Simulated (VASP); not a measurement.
# Si in VASP: further runs

Runs on Si. Level: PBE. Tasks: single point, relaxation of cell and atoms.

Program: VASP 6.6.1. These are calculated values, not measurements. Logs are shortened: lines on timing, memory, paths and dates and some standing lists are left out, and cuts for length are marked.

## (1) The cell of the first run

The structure is tetragonal, space group P4/mmm (No. 123). Conventional cell: a = 2.579 Å, b = 2.579 Å, c = 2.438 Å, α = 90.00°, β = 90.00°, γ = 90.00°. Within 3.2 Å of Si (site symmetry 4/mmm) lie 6 Si at 2.44 to 2.58 Å.

## (2) Single point, PBE

The input, INCAR:

```
SYSTEM = Si
PREC = Accurate
ENCUT = 520
EDIFF = 1E-6
ISMEAR = 0
SIGMA = 0.1
LREAL = .False.
LASPH = .True.
NELM = 80
ALGO = Normal
ISIF = 2
LWAVE = .False.
LCHARG = .False.
GGA = PE
NBANDS = 8
```

The input, KPOINTS:

```
Automatic mesh
0
Gamma
  8 8 6
  0 0 0
```

The input, POSCAR:

```
Si
1.0
    2.5786184013      0.0000000000      0.0000000000
    0.0000000000      2.5786184013      0.0000000000
    0.0000000000      0.0000000000      2.4379327934
Si
1
Direct
    0.5000000000      0.5000000000      0.5000000000
```

Potentials or basis: VASP PAW PBE potentials, release 64 (Si).

Started as:

```bash
cat potpaw_PBE.64/Si/POTCAR > POTCAR
mpirun -np 1 vasp_std > vasp.out
```

OUTCAR:

```text
SYSTEM = Si
   PREC = Accurate
   ENCUT = 520
   EDIFF = 1E-6
   ISMEAR = 0
   LREAL = .False.
   LASPH = .True.
   NELM = 80
   ISIF = 2
   GGA = PE

 ion  position               nearest neighbor table
   1  0.500  0.500  0.500-

  LATTYP: Found a simple tetragonal cell.
 ALAT       =     2.5786184013
 C/A-ratio  =     0.9454414783

  Lattice vectors:

 A1 = (   2.5786184013,   0.0000000000,   0.0000000000)
 A2 = (   0.0000000000,   2.5786184013,   0.0000000000)
 A3 = (   0.0000000000,   0.0000000000,   2.4379327934)

Analysis of symmetry for initial positions (statically):
=====================================================================
 Subroutine PRICEL returns:
 Original cell was already a primitive cell.

 Routine SETGRP: Setting up the symmetry group for a
 simple tetragonal supercell.

 Subroutine GETGRP returns: Found 16 space group operations
 (whereof 16 operations were pure point group operations)
 out of a pool of 16 trial point group operations.

The static configuration has the point symmetry D_4h.

Analysis of symmetry for dynamics (positions and initial velocities):
=====================================================================
 Subroutine PRICEL returns:
 Original cell was already a primitive cell.

 Routine SETGRP: Setting up the symmetry group for a
 simple tetragonal supercell.

 Subroutine GETGRP returns: Found 16 space group operations
 (whereof 16 operations were pure point group operations)
 out of a pool of 16 trial point group operations.

The dynamic configuration has the point symmetry D_4h.

 Subroutine INISYM returns: Found 16 space group operations
 (whereof 16 operations are pure point group operations),
 and found     1 'primitive' translations

----------------------------------------------------------------------------------------

                                     Primitive cell

  volume of cell :      16.2105

  direct lattice vectors                    reciprocal lattice vectors
     2.578618401  0.000000000  0.000000000     0.387804570  0.000000000  0.000000000
     0.000000000  2.578618401  0.000000000     0.000000000  0.387804570  0.000000000
     0.000000000  0.000000000  2.437932793     0.000000000  0.000000000  0.410183580

  length of vectors
     2.578618401  2.578618401  2.437932793     0.387804570  0.387804570  0.410183580

  position of ions in fractional coordinates (direct lattice)
     0.500000000  0.500000000  0.500000000

  ion indices of the primitive-cell ions
[... 77 lines left out ...]
   NSW    =      0    number of steps for IOM
   IBRION =     -1    ionic relax: 0-MD 1-quasi-New 2-CG
   NFREE  =      0    steps in history (QN), initial steepest desc. (CG)
   ISIF   =      2    stress and relaxation
   ISYM   =      2    0-nonsym 1-usesym 2-fastsym
   POTIM  = 0.5000    time-step for ionic-motion
   TEBEG  =    0.0;   TEEND  =   0.0 temperature during run
   PSTRESS=    0.0 pullay stress
   NELECT =       4.0000    total number of electrons
   NUPDOWN=      -1.0000    fix difference up-down
   EMIN   =  10.00;   EMAX   =-10.00  energy-range for DOS
   EFERMI =   0.00;   METHOD = LEGACY
   ISMEAR =     0;   SIGMA  =   0.10  broadening in eV -4-tet -1-fermi 0-gaus
   EFERMI_NEDOS =   21; number of points for ismear=-14 and -15
   IALGO  =     38    algorithm
   IMIX   =      4    mixing-type and parameters
     AMIX     =   0.40;   BMIX     =  1.00
     AMIX_MAG =   1.60;   BMIX_MAG =  1.00
  volume/ion in A,a.u.               =      16.21       109.39
  Fermi-wavevector in a.u.,A,eV,Ry     =   1.026824  1.940417 14.345554  1.054368
  Thomas-Fermi vector in A             =   2.160737
   LORBIT       =      0    0 simple, 1 ext, 2 COOP (PROOUT), +10 PAW based schemes
   GGA     = PE    functional components
   LHFCALC =     F    Hartree Fock is set to
   AEXX    =    0.0000 exact exchange contribution
   IVDW    =     0    specifies the selected vdW correction
   LEPSILON=     F    determine dielectric tensor
   LRPA    =     F    only Hartree local field effects (RPA)
 non-spin polarized calculation
 Gauss-broadening in eV      SIGMA  =   0.10
  energy-cutoff  :      520.00
  volume of cell :       16.21
 maximum number of plane-waves:       452
 NGX is ok and might be reduce to    20
   NGX =  9   NGY =  9   NGZ =  9

 number of electron       4.0000000 magnetization

 Free energy of the ion-electron system (eV)
  ---------------------------------------------------
  ext. energy  EPLUGINS =         0.00000000
  ---------------------------------------------------
  free energy    TOTEN  =        -5.06075744 eV

  energy without entropy =       -5.05922163  energy(sigma->0) =       -5.05998953

 E-fermi :   8.1051     XC(G=0): -10.6109

 val. band max:        8.0531288436   @ k =   0.3750   0.3750   0.3333
 cond. band min:       8.1904445580   @ k =   0.5000   0.5000   0.5000
 fundamental gap:      0.1373157144
 Fermi energy:         8.1050536163

 k-point     1 :       0.0000    0.0000    0.0000
  band No.  band energies     occupation
      1      -4.9476      2.00000
      2      15.1221      0.00000
      3      15.1221      0.00000
      4      15.2960      0.00000
      5      15.9449      0.00000
      6      17.6109      0.00000
      7      24.0951      0.00000
      8      31.8706      0.00000
[... 243 lines left out ...]
 k-point    24 :       0.5000    0.1250    0.1667
  band No.  band energies     occupation
      1       0.3048      2.00000
      2       2.6279      2.00000
      3      13.7436      0.00000
      4      17.1079      0.00000
      5      18.8694      0.00000
      6      19.2489      0.00000
      7      25.1432      0.00000
      8      29.5924      0.00000

 [... further k-points ...]

------------------------ aborting loop because EDIFF is reached ----------------------------------------

  FORCE on cell =-STRESS in cart. coord.  units (eV):
  Direction    XX          YY          ZZ          XY          YZ          ZX
  --------------------------------------------------------------------------------------
  -------------------------------------------------------------------------------------
  Total       -0.0135678     -0.0135678     -0.0151767      0.0000000      0.0000000      0.0000000
  in kB       -1.3409819     -1.3409819     -1.5000041      0.0000000      0.0000000      0.0000000
  external PRESSURE =      -1.3939893 kB  Pullay stress =       0.0000000 kB

 VOLUME and BASIS-vectors are now :
 -----------------------------------------------------------------------------
  energy-cutoff  :      520.00
  volume of cell :       16.21
      direct lattice vectors                 reciprocal lattice vectors
     2.578618401  0.000000000  0.000000000     0.387804570  0.000000000  0.000000000
     0.000000000  2.578618401  0.000000000     0.000000000  0.387804570  0.000000000
     0.000000000  0.000000000  2.437932793     0.000000000  0.000000000  0.410183580

 POSITION                                       TOTAL-FORCE (eV/Angst)
 -----------------------------------------------------------------------------------
      1.28931      1.28931      1.21897         0.000000      0.000000      0.000000
 -----------------------------------------------------------------------------------
    total drift:                                0.000000     -0.000000     -0.000000

  FREE ENERGIE OF THE ION-ELECTRON SYSTEM (eV)
  ---------------------------------------------------
  free  energy   TOTEN  =        -5.0607574354 eV

  energy  without entropy=       -5.0592216300  energy(sigma->0) =       -5.05998953
```

OSZICAR:

```text
N       E                     dE             d eps       ncg     rms          rms(c)
DAV:   1    -0.569172787285E+00   -0.56917E+00   -0.18571E+03   976   0.409E+02
DAV:   2    -0.503890600476E+01   -0.44697E+01   -0.43668E+01  1336   0.358E+01
DAV:   3    -0.506410582552E+01   -0.25200E-01   -0.25185E-01  1136   0.332E+00
DAV:   4    -0.506414831102E+01   -0.42485E-04   -0.42485E-04  1472   0.142E-01
DAV:   5    -0.506414835098E+01   -0.39962E-07   -0.40020E-07  1120   0.248E-03    0.271E+00
DAV:   6    -0.506139210772E+01    0.27562E-02   -0.34302E-03  1176   0.259E-01    0.158E+00
DAV:   7    -0.506071872045E+01    0.67339E-03   -0.68782E-03  1096   0.398E-01    0.135E-01
DAV:   8    -0.506075156143E+01   -0.32841E-04   -0.41433E-04  1176   0.114E-01    0.250E-02
DAV:   9    -0.506075715980E+01   -0.55984E-05   -0.10628E-05  1248   0.225E-02    0.219E-02
DAV:  10    -0.506075743544E+01   -0.27565E-06   -0.11378E-06  1168   0.647E-03
   1 F= -.50607574E+01 E0= -.50599895E+01  d E =-.153581E-02
```

stdout:

```text
POSCAR found type information on POSCAR Si
 POSCAR found :  1 types and       1 ions
 scaLAPACK will be used
 LDA part: xc-table for (Slater+PW92), standard interpolation
 POSCAR, INCAR and KPOINTS ok, starting setup
 FFT: planning ... GRIDC
 FFT: planning ... GRID_SOFT
 FFT: planning ... GRID
 WAVECAR not read
 entering main loop
```

Wall time 2.3 s (1 thread of Intel Xeon 6975P-C (Granite Rapids), shared host); peak memory 0.11 GiB.

Results:

```
Free energy            : -5.0608 eV
Pressure               : -0.1 GPa
Band gap on the k mesh : zero (band 2 reaches 15.12 eV, above the bottom of band 3 at 5.12 eV)
```

Levels at points of the mesh, in eV from the Fermi level:
```csv
k point,band 1,band 2,band 3,band 4,band 5
"(0.00, 0.00, 0.00)",-13.05,7.02,7.02,7.19,7.84
"(0.50, 0.00, 0.00)",-8.80,-6.40,10.07,10.12,12.61
"(0.50, 0.50, 0.00)",-4.11,-2.98,-2.98,1.54,15.60
"(0.00, 0.00, 0.50)",-7.78,-6.32,10.36,10.97,10.97
"(0.50, 0.00, 0.50)",-3.00,-2.93,-2.18,1.72,13.96
"(0.50, 0.50, 0.50)",0.09,1.02,1.02,3.70,5.08
```

Caveat: the k points lie up to 0.43 Å⁻¹ apart.

(Part 1 of 2 ends here.)
